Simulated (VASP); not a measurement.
**V: single point with PBEsol**

Crystal: V.

```
V
1.0
    -1.51300    1.51300    1.53570
     1.51300   -1.51300    1.53570
     1.51300    1.51300   -1.53570
V
1
Direct
  0.00000 0.00000 0.00000
```

This cell differs from its parent crystal: strain +0.000 along x and y, +0.015 along z.

```yaml
Program: VASP 6.6.1
Task: single point
Functional: PBEsol
Potentials_or_basis: VASP PAW PBE potentials, release 64 (V_sv)
Cutoff: 520 eV
k_mesh: 22 × 22 × 22
Occupations: gaussian, width 0.15 eV
Spin: no spin polarisation
Dipole_correction: no
Further_INCAR_settings: ALGO = Fast; EDIFF = 1e-06; NBANDS = 12
```

The pressure is -13.6 GPa.

Stress tensor (GPa, compression positive):
```
-13.05   0.00   0.00
  0.00 -13.05   0.00
  0.00   0.00 -14.69
```

Levels at points of the mesh, in eV from the Fermi level:
| k point | band 4 | band 5 | band 6 | band 7 | band 8 | band 9 | band 10 | band 11 |
| --- | --- | --- | --- | --- | --- | --- | --- | --- |
| (0.00, 0.00, 0.00) | -37.00 | -6.50 | 0.36 | 0.36 | 0.47 | 2.23 | 2.35 | 19.95 |
| (0.50, 0.00, 0.00) | -37.00 | -3.04 | -1.01 | 1.46 | 2.23 | 2.62 | 3.90 | 9.60 |
| (0.50, 0.50, 0.00) | -37.01 | -3.05 | -1.15 | 1.58 | 2.37 | 2.66 | 3.92 | 9.73 |
| (0.50, 0.50, 0.50) | -37.54 | -2.84 | -2.80 | 3.52 | 3.55 | 3.55 | 9.46 | 9.94 |

Wall time 2.2 min on 1 thread of AMD EPYC 7R43 64-Core Processor (Zen 3) (shared host), peak memory 0.2 GiB.

Caveat: the cell differs from its parent crystal (strain +0.000 along x and y, +0.015 along z); the PAW data sets were made with another functional, which shifts forces and pressure a little.
